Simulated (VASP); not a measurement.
Runs of VASP 6.6.1 on Si4B. The structure is that of space group P6/mmm (No. 191), or close to it. The cells are those of the table. 

| task | cell | k mesh | cutoff (eV) | k mesh for the DOS | occupations for the DOS | gap on the mesh (eV) | pressure (GPa) | relaxed volume (Å³/atom) |
| --- | --- | --- | --- | --- | --- | --- | --- | --- |
| relaxation of cell and atoms | relaxed from a = 4.339, b = 4.339, c = 5.009 Å, angles 90.0, 90.0, 120.0°, 5 atoms | 6 × 6 × 4 | 600 | - | - | none | -0.2 | (a) |
| single point | a = 5.071, b = 5.071, c = 3.874 Å, angles 90.0, 90.0, 120.0°, 5 atoms | 6 × 6 × 4 | 520 | - | - | none | 0.1 | - |
| single point | a = 4.339, b = 4.339, c = 5.009 Å, angles 90.0, 90.0, 120.0°, 5 atoms | 6 × 6 × 4 | 520 | - | - | none | 35.9 | - |
| relaxation of cell and atoms | relaxed from a = 5.071, b = 5.071, c = 3.874 Å, angles 90.0, 90.0, 120.0°, 5 atoms | 12 × 12 × 10 | 600 | - | - | none | 0.0 | (b) |
| single point | a = 5.092, b = 5.092, c = 3.848 Å, angles 90.0, 90.0, 120.0°, 5 atoms | 12 × 12 × 10 | 520 | - | - | none | -0.1 | - |

Alike in all rows: level PBE; potentials or basis VASP PAW PBE potentials, release 64 (Si, B); no spin polarisation; smearing gaussian 0.1 eV.

Question: Estimate the missing entries.

Answer: (a) 17.33; (b) 17.27.

Caveats: some runs use coarse meshes.

A gap of «none» marks levels without a gap at the run's occupations.
